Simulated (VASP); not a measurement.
C:

```xyz
12
Lattice="2.5221 0.0000 0.0000 -1.2611 2.1842 0.0000 0.0000 0.0000 12.3557" Properties=species:S:1:pos:R:3 pbc="T T T"
C     1.2611    0.7281    4.3760
C     0.0000    1.4561   10.5539
C     1.2611    0.7281    1.8018
C     0.0000    1.4561    7.9797
C     1.2611    0.7281    5.9205
C     0.0000    1.4561   12.0983
C     1.2611    0.7281    0.2574
C     0.0000    1.4561    6.4352
C     0.0000    0.0000   10.0390
C     0.0000    0.0000    3.8612
C     0.0000    0.0000    8.4945
C     0.0000    0.0000    2.3167
```

* Program: VASP 6.6.1
* Task: relaxation of cell and atoms
* Functional: revPBE
* Dispersion: D3(BJ)
* Potentials or basis: VASP PAW PBE potentials, release 64 (C)
* Cutoff: 600 eV
* k mesh: 12 × 12 × 3
* Occupations: fermi-dirac, width 0.05 eV
* Spin: no spin polarisation

At the start: pressure -4.5 GPa; volume 5.67 Å³/atom.

**Question.** How do energy, volume and symmetry change on relaxing?

**Answer.** Over 7 steps the energy falls by 2.3 meV/atom and the volume is 5.61 Å³/atom (-1.0 %); space group P6_3/mmc (No. 194, to 0.05 Å).

The path:
```
step  energy change (eV)  largest force (eV/Å)  pressure (GPa)  volume (Å³)
   1              0.0000                0.3310           -4.46        68.06
   2              0.0069                0.4369            5.80        66.52
   3             -0.0272                0.0925            0.18        67.33
   4             -0.0260                0.1532            0.06        67.35
   5             -0.0278                0.0231            0.13        67.34
   6             -0.0278                0.0125           -0.10        67.37
   7             -0.0278                0.0015           -0.02        67.36
```

Final structure:
```cif
data_structure
_symmetry_space_group_name_H-M 'P 1'
_symmetry_Int_Tables_number 1
_cell_length_a 2.5079
_cell_length_b 2.5079
_cell_length_c 12.3667
_cell_angle_alpha 90.000
_cell_angle_beta 90.000
_cell_angle_gamma 120.000
_cell_volume 67.36
loop_
_atom_site_label
_atom_site_type_symbol
_atom_site_fract_x
_atom_site_fract_y
_atom_site_fract_z
_atom_site_occupancy
C1 C 0.66667 0.33333 0.35490 1
C2 C 0.33333 0.66667 0.85490 1
C3 C 0.66667 0.33333 0.14510 1
C4 C 0.33333 0.66667 0.64510 1
C5 C 0.66667 0.33333 0.47923 1
C6 C 0.33333 0.66667 0.97923 1
C7 C 0.66667 0.33333 0.02077 1
C8 C 0.33333 0.66667 0.52077 1
C9 C 0.00000 0.00000 0.81311 1
C10 C 0.00000 0.00000 0.31311 1
C11 C 0.00000 0.00000 0.68689 1
C12 C 0.00000 0.00000 0.18689 1
```

Caveat: the PAW data sets were made with another functional, which shifts forces and pressure a little.
